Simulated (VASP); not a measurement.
Write the native input for VASP 6.6.1 that does the following.

```yaml
Task: single point
Functional: PBEsol
Dispersion: D3(BJ)
Potentials_or_basis: VASP PAW PBE potentials, release 64 (P)
Cutoff: 520 eV
k_mesh: 28 × 28 × 28
Occupations: gaussian, width 0.15 eV
Spin: no spin polarisation
Dipole_correction: no
Further_INCAR_settings: ALGO = Normal; EDIFF = 1e-06; NBANDS = 8
```

The structure of P lies in POSCAR:

```
P
1.0
    2.3157288346      0.0000000000      0.0000000000
    0.0000000000      2.3157288346      0.0000000000
    0.0000000000      0.0000000000      2.5474803028
P
1
Direct
    0.0000000000      0.0000000000      0.0000000000
```

This cell differs from its parent crystal: ratio of the length along z to the lengths across it x 1.1, volume and fractional coordinates fixed.

These files were run (other wordings do the same):

INCAR

```
SYSTEM = P
PREC = Accurate
ENCUT = 520
EDIFF = 1E-6
ISMEAR = 0
SIGMA = 0.15
LREAL = .False.
LASPH = .True.
NELM = 100
ALGO = Normal
ISIF = 2
LWAVE = .False.
LCHARG = .False.
GGA = PS
IVDW = 12
NBANDS = 8
```

KPOINTS

```
regular mesh
0
Gamma
  28 28 28
  0 0 0
```

Potentials or basis: VASP PAW PBE potentials, release 64 (P).

The run is started by

```sh
$ cat potpaw_PBE.64/P/POTCAR > POTCAR
$ mpirun -np 1 vasp_std > vasp.out
```

It gave:

```json
{"Pressure": "2.5 GPa", "Dispersion energy per atom": "-0.415 eV"}
```

Caveat: the PAW data sets were made with another functional, which shifts forces and pressure a little; pairwise dispersion overbinds metals, which lowers pressure and volume.

Wall time 3 min on 1 thread of AMD EPYC 7R43 64-Core Processor (Zen 3) (shared host), peak memory 0.23 GiB.
